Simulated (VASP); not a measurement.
# Re (P6_3/mmc) in VASP: notebook

The runs below take Re through single point, with PBE.

All numbers are computed with VASP 6.6.1; they aren't measurements. Logs are shortened: lines on timing, memory, paths and dates and some standing lists are left out, and cuts for length are marked.

### 1 The cell of the first run

It takes space group P6_3/mmc (No. 194, hexagonal). Conventional cell: a = 2.666 Å, b = 2.666 Å, c = 4.304 Å, α = 90.00°, β = 90.00°, γ = 120.00°. Within 3.5 Å of Re (site symmetry -6m2) lie 12 Re at 2.65 to 2.67 Å.

### 2 Single point, PBE

The input, INCAR:

```
SYSTEM = Re
PREC = Accurate
ENCUT = 520
EDIFF = 1E-7
ISMEAR = -1
SIGMA = 0.1
LREAL = .FALSE.
LASPH = .TRUE.
NELM = 100
ALGO = Normal
ISIF = 2
LWAVE = .FALSE.
LCHARG = .FALSE.
GGA = PE
NBANDS = 14
```

The input, KPOINTS:

```
regular mesh
0
G
  11 11 6
  0 0 0
```

The input, POSCAR:

```
Re
1.0
    2.6655230930      0.0000000000      0.0000000000
   -1.3327615465      2.3084107759      0.0000000000
    0.0000000000      0.0000000000      4.3043447744
Re
2
Direct
    0.3333333333      0.6666666667      0.2500000000
    0.6666666667      0.3333333333      0.7500000000
```

Potentials or basis: VASP PAW PBE potentials, release 64 (Re).

Launch:

```sh
cat potpaw_PBE.64/Re/POTCAR > POTCAR
mpirun -np 1 vasp_std > vasp.out
```

OUTCAR:

```text
SYSTEM = Re
   PREC = Accurate
   ENCUT = 520
   EDIFF = 1E-7
   ISMEAR = -1
   LREAL = .FALSE.
   LASPH = .TRUE.
   NELM = 100
   ISIF = 2
   GGA = PE

 ion  position               nearest neighbor table
   1  0.333  0.667  0.250-   2 2.65   2 2.65   2 2.65   2 2.65   2 2.65   2 2.65
   2  0.667  0.333  0.750-   1 2.65   1 2.65   1 2.65   1 2.65   1 2.65   1 2.65

  LATTYP: Found a hexagonal cell.
 ALAT       =     2.6655230930
 C/A-ratio  =     1.6148217908

  Lattice vectors:

 A1 = (   2.6655230930,   0.0000000000,   0.0000000000)
 A2 = (  -1.3327615465,   2.3084107759,   0.0000000000)
 A3 = (   0.0000000000,   0.0000000000,   4.3043447744)

Analysis of symmetry for initial positions (statically):
=====================================================================
 Subroutine PRICEL returns:
 Original cell was already a primitive cell.

 Routine SETGRP: Setting up the symmetry group for a
 hexagonal supercell.

 Subroutine GETGRP returns: Found 24 space group operations
 (whereof 12 operations were pure point group operations)
 out of a pool of 24 trial point group operations.

The static configuration has the point symmetry D_3d.
 The point group associated with its full space group is D_6h.

Analysis of symmetry for dynamics (positions and initial velocities):
=====================================================================
 Subroutine PRICEL returns:
 Original cell was already a primitive cell.

 Routine SETGRP: Setting up the symmetry group for a
 hexagonal supercell.

 Subroutine GETGRP returns: Found 24 space group operations
 (whereof 12 operations were pure point group operations)
 out of a pool of 24 trial point group operations.

The dynamic configuration has the point symmetry D_3d.
 The point group associated with its full space group is D_6h.

 Subroutine INISYM returns: Found 24 space group operations
 (whereof 12 operations are pure point group operations),
 and found     1 'primitive' translations

----------------------------------------------------------------------------------------

                                     Primitive cell

  volume of cell :      26.4852

  direct lattice vectors                    reciprocal lattice vectors
     2.665523093  0.000000000  0.000000000     0.375160884  0.216599231  0.000000000
    -1.332761547  2.308410776  0.000000000     0.000000000  0.433198463  0.000000000
     0.000000000  0.000000000  4.304344774     0.000000000  0.000000000  0.232323397

  length of vectors
[... 91 lines left out ...]
   TEBEG  =    0.0;   TEEND  =   0.0 temperature during run
   PSTRESS=    0.0 pullay stress
   NELECT =      14.0000    total number of electrons
   NUPDOWN=      -1.0000    fix difference up-down
   EMIN   =  10.00;   EMAX   =-10.00  energy-range for DOS
   EFERMI =   0.00;   METHOD = LEGACY
   ISMEAR =    -1;   SIGMA  =   0.10  broadening in eV -4-tet -1-fermi 0-gaus
   EFERMI_NEDOS =   21; number of points for ismear=-14 and -15
   IALGO  =     38    algorithm
   IMIX   =      4    mixing-type and parameters
     AMIX     =   0.40;   BMIX     =  1.00
     AMIX_MAG =   1.60;   BMIX_MAG =  1.00
  volume/ion in A,a.u.               =      13.24        89.37
  Fermi-wavevector in a.u.,A,eV,Ry     =   1.323681  2.501394 23.839192  1.752131
  Thomas-Fermi vector in A             =   2.453271
   LORBIT       =      0    0 simple, 1 ext, 2 COOP (PROOUT), +10 PAW based schemes
   GGA     = PE    functional components
   LHFCALC =     F    Hartree Fock is set to
   AEXX    =    0.0000 exact exchange contribution
   IVDW    =     0    specifies the selected vdW correction
   LEPSILON=     F    determine dielectric tensor
   LRPA    =     F    only Hartree local field effects (RPA)
 non-spin polarized calculation
  energy-cutoff  :      520.00
  volume of cell :       26.49
 maximum number of plane-waves:       731
 NGX is ok and might be reduce to    20
   NGX =  9   NGY =  9   NGZ = 17

 number of electron      13.9999999 magnetization

 Free energy of the ion-electron system (eV)
  ---------------------------------------------------
  ext. energy  EPLUGINS =         0.00000000
  ---------------------------------------------------
  free energy    TOTEN  =       -24.31895894 eV

  energy without entropy =      -24.27159646  energy(sigma->0) =      -24.29527770

 E-fermi :   9.2729     XC(G=0): -14.3180

 val. band max:        9.2231317887   @ k =   0.4545   0.0909   0.1667
 cond. band min:       9.2944566310   @ k =   0.1818   0.0909   0.0000
 fundamental gap:      0.0713248423
 Fermi energy:         9.2729475181

 k-point     1 :       0.0000    0.0000    0.0000
  band No.  band energies     occupation
      1      -1.3449      2.00000
      2       1.8063      2.00000
      3       7.3586      2.00000
      4       7.3586      2.00000
      5       7.3791      2.00000
      6       8.3510      1.99980
      7       8.3510      1.99980
      8       9.4353      0.32937
      9       9.4353      0.32937
     10      10.1528      0.00030
     11      13.1217      0.00000
     12      13.1217      0.00000
     13      20.7271      0.00000
     14      23.5060      0.00000
[... 377 lines left out ...]
      1       1.2177      2.00000
      2       3.7079      2.00000
      3       5.2047      2.00000
      4       5.5289      2.00000
      5       6.9470      2.00000
      6       7.7761      2.00000
      7       8.5058      1.99907
      8       9.5538      0.11371
      9      10.3875      0.00003
     10      10.8548      0.00000
     11      13.6427      0.00000
     12      17.1687      0.00000
     13      21.7801      0.00000
     14      26.5721      0.00000

 [... further k-points ...]

------------------------ aborting loop because EDIFF is reached ----------------------------------------

  FORCE on cell =-STRESS in cart. coord.  units (eV):
  Direction    XX          YY          ZZ          XY          YZ          ZX
  --------------------------------------------------------------------------------------
  -------------------------------------------------------------------------------------
  Total        9.6367068      9.6367073      9.6815771      0.0000000      0.0000000     -0.0000000
  in kB      582.9571501    582.9571819    585.6715092      0.0000000      0.0000000     -0.0000000
  external PRESSURE =     583.8619471 kB  Pullay stress =       0.0000000 kB

 VOLUME and BASIS-vectors are now :
 -----------------------------------------------------------------------------
  energy-cutoff  :      520.00
  volume of cell :       26.49
      direct lattice vectors                 reciprocal lattice vectors
     2.665523093  0.000000000  0.000000000     0.375160884  0.216599231  0.000000000
    -1.332761547  2.308410776  0.000000000     0.000000000  0.433198463  0.000000000
     0.000000000  0.000000000  4.304344774     0.000000000  0.000000000  0.232323397

 POSITION                                       TOTAL-FORCE (eV/Angst)
 -----------------------------------------------------------------------------------
     -0.00000      1.53894      1.07609        -0.000000     -0.000000      0.000000
      1.33276      0.76947      3.22826         0.000000      0.000000      0.000000
 -----------------------------------------------------------------------------------
    total drift:                               -0.000000      0.000000     -0.000000

  FREE ENERGIE OF THE ION-ELECTRON SYSTEM (eV)
  ---------------------------------------------------
  free  energy   TOTEN  =       -24.3189589436 eV

  energy  without entropy=      -24.2715964588  energy(sigma->0) =      -24.29527770
```

stdout:

```text
POSCAR found type information on POSCAR Re
 POSCAR found :  1 types and       2 ions
 scaLAPACK will be used
 LDA part: xc-table for (Slater+PW92), standard interpolation
 POSCAR, INCAR and KPOINTS ok, starting setup
 FFT: planning ... GRIDC
 FFT: planning ... GRID_SOFT
 FFT: planning ... GRID
 WAVECAR not read
 entering main loop
```

Run time: 18 s. Hardware: 1 thread of Intel Xeon Platinum 8259CL at 2.50GHz (Skylake/Cascade Lake), shared host; peak memory 0.15 GiB.

What came out:

| Property | Result |
| --- | --- |
| Free energy | -24.3190 eV |
| Pressure | 58.4 GPa |
| Band gap on the k mesh | zero (band 7 reaches 10.97 eV, above the bottom of band 8 at 7.22 eV) |

Caveat: spin-orbit coupling is left out, which moves the levels of the heavy elements.

### 3 Single point, PBE

This run uses another cell than the first one, of 13.61 Å³/atom, 1.028 times its volume.

The input, INCAR:

```
SYSTEM = Re
  PREC = Accurate
  ENCUT = 520
  EDIFF = 1E-7
  ISMEAR = -1
  SIGMA = 0.1
  LREAL = .False.
  LASPH = .True.
  NELM = 60
  ALGO = Normal
  ISIF = 2
  LWAVE = .False.
  LCHARG = .False.
  GGA = PE
  NBANDS = 14
```

The input, KPOINTS:

```
Automatic mesh
0
Gamma
  11 11 6
  0 0 0
```

The input, POSCAR:

```
Re
1.0
    2.6899787994      0.0000000000      0.0000000000
   -1.3449893997      2.3295900395      0.0000000000
    0.0000000000      0.0000000000      4.3438363820
Re
2
Direct
    0.3333333333      0.6666666667      0.2500000000
    0.6666666667      0.3333333333      0.7500000000
```

Potentials or basis: VASP PAW PBE potentials, release 64 (Re).

Launch:

```sh
cat potpaw_PBE.64/Re/POTCAR > POTCAR
mpirun -np 1 vasp_std > vasp.out
```

OUTCAR:

```text
SYSTEM = Re
   PREC = Accurate
   ENCUT = 520
   EDIFF = 1E-7
   ISMEAR = -1
   LREAL = .False.
   LASPH = .True.
   NELM = 60
   ISIF = 2
   GGA = PE

 ion  position               nearest neighbor table
   1  0.333  0.667  0.250-   2 2.67   2 2.67   2 2.67   2 2.67   2 2.67   2 2.67
   2  0.667  0.333  0.750-   1 2.67   1 2.67   1 2.67   1 2.67   1 2.67   1 2.67

  LATTYP: Found a hexagonal cell.
 ALAT       =     2.6899787994
 C/A-ratio  =     1.6148217908

  Lattice vectors:

 A1 = (   2.6899787994,   0.0000000000,   0.0000000000)
 A2 = (  -1.3449893997,   2.3295900395,   0.0000000000)
 A3 = (   0.0000000000,   0.0000000000,   4.3438363820)

Analysis of symmetry for initial positions (statically):
=====================================================================
 Subroutine PRICEL returns:
 Original cell was already a primitive cell.

 Routine SETGRP: Setting up the symmetry group for a
 hexagonal supercell.

 Subroutine GETGRP returns: Found 24 space group operations
 (whereof 12 operations were pure point group operations)
 out of a pool of 24 trial point group operations.

The static configuration has the point symmetry D_3d.
 The point group associated with its full space group is D_6h.

Analysis of symmetry for dynamics (positions and initial velocities):
=====================================================================
 Subroutine PRICEL returns:
 Original cell was already a primitive cell.

 Routine SETGRP: Setting up the symmetry group for a
 hexagonal supercell.

 Subroutine GETGRP returns: Found 24 space group operations
 (whereof 12 operations were pure point group operations)
 out of a pool of 24 trial point group operations.

The dynamic configuration has the point symmetry D_3d.
 The point group associated with its full space group is D_6h.

 Subroutine INISYM returns: Found 24 space group operations
 (whereof 12 operations are pure point group operations),
[... 122 lines left out ...]
   LHFCALC =     F    Hartree Fock is set to
   AEXX    =    0.0000 exact exchange contribution
   IVDW    =     0    specifies the selected vdW correction
   LEPSILON=     F    determine dielectric tensor
   LRPA    =     F    only Hartree local field effects (RPA)
 non-spin polarized calculation
  energy-cutoff  :      520.00
  volume of cell :       27.22
 maximum number of plane-waves:       756
 NGX is ok and might be reduce to    20
   NGX =  9   NGY =  9   NGZ = 17

 number of electron      14.0000000 magnetization

 Free energy of the ion-electron system (eV)
  ---------------------------------------------------
  ext. energy  EPLUGINS =         0.00000000
  ---------------------------------------------------
  free energy    TOTEN  =       -24.55019195 eV

  energy without entropy =      -24.50023582  energy(sigma->0) =      -24.52521388

 E-fermi :   8.9011     XC(G=0): -14.1641

 val. band max:        8.8434266145   @ k =   0.1818   0.0000   0.1667
 cond. band min:       8.9344477477   @ k =   0.3636   0.0000   0.3333
 fundamental gap:      0.0910211332
 Fermi energy:         8.9010881211

 k-point     1 :       0.0000    0.0000    0.0000
  band No.  band energies     occupation
      1      -1.5228      2.00000
      2       1.6616      2.00000
      3       7.0793      2.00000
      4       7.0793      2.00000
      5       7.0949      2.00000
      6       8.0289      1.99967
      7       8.0289      1.99967
      8       9.0719      0.30674
      9       9.0719      0.30674
     10       9.6986      0.00069
     11      12.6200      0.00000
     12      12.6200      0.00000
     13      19.9746      0.00000
     14      23.1162      0.00000
[... 377 lines left out ...]
      1       0.9743      2.00000
      2       3.5112      2.00000
      3       4.9697      2.00000
      4       5.2979      2.00000
      5       6.6803      2.00000
      6       7.4696      2.00000
      7       8.1649      1.99873
      8       9.1880      0.10741
      9       9.9874      0.00004
     10      10.4342      0.00000
     11      13.1063      0.00000
     12      16.5028      0.00000
     13      21.0574      0.00000
     14      25.8546      0.00000

 [... further k-points ...]

------------------------ aborting loop because EDIFF is reached ----------------------------------------

  FORCE on cell =-STRESS in cart. coord.  units (eV):
  Direction    XX          YY          ZZ          XY          YZ          ZX
  --------------------------------------------------------------------------------------
  -------------------------------------------------------------------------------------
  Total        7.2022741      7.2022745      7.2448119      0.0000000      0.0000000     -0.0000000
  in kB      423.9146341    423.9146572    426.4183423      0.0000000      0.0000000     -0.0000000
  external PRESSURE =     424.7492112 kB  Pullay stress =       0.0000000 kB

 VOLUME and BASIS-vectors are now :
 -----------------------------------------------------------------------------
  energy-cutoff  :      520.00
  volume of cell :       27.22
      direct lattice vectors                 reciprocal lattice vectors
     2.689978799  0.000000000  0.000000000     0.371750142  0.214630039  0.000000000
    -1.344989400  2.329590040  0.000000000     0.000000000  0.429260077  0.000000000
     0.000000000  0.000000000  4.343836382     0.000000000  0.000000000  0.230211249

 POSITION                                       TOTAL-FORCE (eV/Angst)
 -----------------------------------------------------------------------------------
     -0.00000      1.55306      1.08596         0.000000      0.000000      0.000000
      1.34499      0.77653      3.25788        -0.000000     -0.000000      0.000000
 -----------------------------------------------------------------------------------
    total drift:                                0.000000     -0.000000     -0.000000

  FREE ENERGIE OF THE ION-ELECTRON SYSTEM (eV)
  ---------------------------------------------------
  free  energy   TOTEN  =       -24.5501919460 eV

  energy  without entropy=      -24.5002358165  energy(sigma->0) =      -24.52521388
```

Wall time 18 s (1 thread of Intel Xeon Platinum 8259CL at 2.50GHz (Skylake/Cascade Lake), shared host); peak memory 0.15 GiB.

Results:

* Free energy: -24.5502 eV
* Pressure: 42.5 GPa
* Band gap on the k mesh: zero (band 7 reaches 10.49 eV, above the bottom of band 8 at 6.94 eV)

Stress tensor (GPa, compression positive):
```
42.39  0.00  0.00
 0.00 42.39  0.00
 0.00  0.00 42.64
```

Caveat: spin-orbit coupling is left out, which moves the levels of the heavy elements.

### 4 Single point, PBE

This run uses another cell than the first one, of 13.98 Å³/atom, 1.056 times its volume.

The input, INCAR:

```
PREC = Accurate
ENCUT = 520
EDIFF = 1E-7
ISMEAR = -1
SIGMA = 0.1
LREAL = False
LASPH = True
NELM = 60
ALGO = Normal
ISIF = 2
LWAVE = False
LCHARG = False
GGA = PE
NBANDS = 14
```

The input, KPOINTS:

```
regular mesh
0
Gamma
  11 11 6
```

The input, POSCAR:

```
Re
1.0
    2.7139977381      0.0000000000      0.0000000000
   -1.3569988691      2.3503910512      0.0000000000
    0.0000000000      0.0000000000      4.3826226877
Re
2
Direct
    0.3333333333      0.6666666667      0.2500000000
    0.6666666667      0.3333333333      0.7500000000
```

Launch:

```sh
cat potpaw_PBE.64/Re/POTCAR > POTCAR
mpirun -np 1 vasp_std > vasp.out
```

Wall time 20 s (1 thread of Intel Xeon Platinum 8259CL at 2.50GHz (Skylake/Cascade Lake), shared host); peak memory 0.15 GiB.

It converged, with:

| Quantity | Value |
| --- | --- |
| Free energy | -24.7131 eV |
| Pressure | 28.6 GPa |
| Band gap on the k mesh | zero (band 7 reaches 10.05 eV, above the bottom of band 8 at 6.68 eV) |

Stress tensor (GPa, compression positive):
```
28.49  0.00  0.00
 0.00 28.49  0.00
 0.00  0.00 28.71
```

Levels at points of the mesh, in eV from the Fermi level:
```csv
k point,band 3,band 4,band 5,band 6,band 7,band 8,band 9,band 10,band 11,band 12
"(0.00, 0.00, 0.00)",-1.74,-1.74,-1.73,-0.83,-0.83,0.18,0.18,0.73,3.59,3.59
"(0.00, 0.00, 0.50)",-2.54,-2.54,-1.87,-1.87,-1.87,-1.87,2.73,2.73,2.73,2.73
```

Caveat: spin-orbit coupling is left out, which moves the levels of the heavy elements.

### 5 Single point, PBE

This run uses another cell than the first one, of 14.35 Å³/atom, 1.083 times its volume.

The input, INCAR:

```
PREC = Accurate
ENCUT = 520
EDIFF = 1E-7
ISMEAR = -1
SIGMA = 0.1
LREAL = F
LASPH = T
NELM = 60
ALGO = Normal
ISIF = 2
LWAVE = F
LCHARG = F
GGA = PE
NBANDS = 14
```

The input, KPOINTS:

```
Automatic mesh
0
Gamma
  11 11 6
```

The input, POSCAR:

```
Re
1.0
    2.7375989031      0.0000000000      0.0000000000
   -1.3687994515      2.3708302601      0.0000000000
    0.0000000000      0.0000000000      4.4207343631
Re
2
Direct
    0.3333333333      0.6666666667      0.2500000000
    0.6666666667      0.3333333333      0.7500000000
```

Launch:

```sh
cat potpaw_PBE.64/Re/POTCAR > POTCAR
mpirun -np 1 vasp_std > vasp.out
```

Run time: 21 s. Hardware: 1 thread of Intel Xeon Platinum 8259CL at 2.50GHz (Skylake/Cascade Lake), shared host; peak memory 0.15 GiB.

Results (log left out):

| Property | Result |
| --- | --- |
| Free energy | -24.8163 eV |
| Pressure | 16.4 GPa |
| Band gap on the k mesh | zero (band 7 reaches 9.63 eV, above the bottom of band 8 at 6.42 eV) |

Stress tensor (GPa, compression positive):
```
16.35  0.00  0.00
 0.00 16.35  0.00
 0.00  0.00 16.51
```

Levels at points of the mesh, in eV from the Fermi level:
```
           k point  band 5  band 6  band 7  band 8  band 9  band 10
(0.00, 0.00, 0.00)   -1.65   -0.79   -0.79    0.18    0.18     0.66
(0.00, 0.00, 0.50)   -1.79   -1.79   -1.79   -1.79    2.63     2.63
```

Caveat: spin-orbit coupling is left out, which moves the levels of the heavy elements.

### 6 Summary

```tsv
cell	gap on the mesh (eV)	pressure (GPa)
a = 2.666, b = 2.666, c = 4.304 Å, angles 90.0, 90.0, 120.0°, 2 atoms	none	58.4
a = 2.690, b = 2.690, c = 4.344 Å, angles 90.0, 90.0, 120.0°, 2 atoms	none	42.5
a = 2.714, b = 2.714, c = 4.383 Å, angles 90.0, 90.0, 120.0°, 2 atoms	none	28.6
a = 2.738, b = 2.738, c = 4.421 Å, angles 90.0, 90.0, 120.0°, 2 atoms	none	16.4
```

Alike in all rows: task single point; level PBE; potentials or basis VASP PAW PBE potentials, release 64 (Re); no spin polarisation; k mesh 11 × 11 × 6; cutoff (eV) 520; smearing fermi-dirac 0.1 eV.

Caveats: spin-orbit coupling is left out, which moves the levels of the heavy elements.

Absolute energies hang on the potentials; compare differences alone.
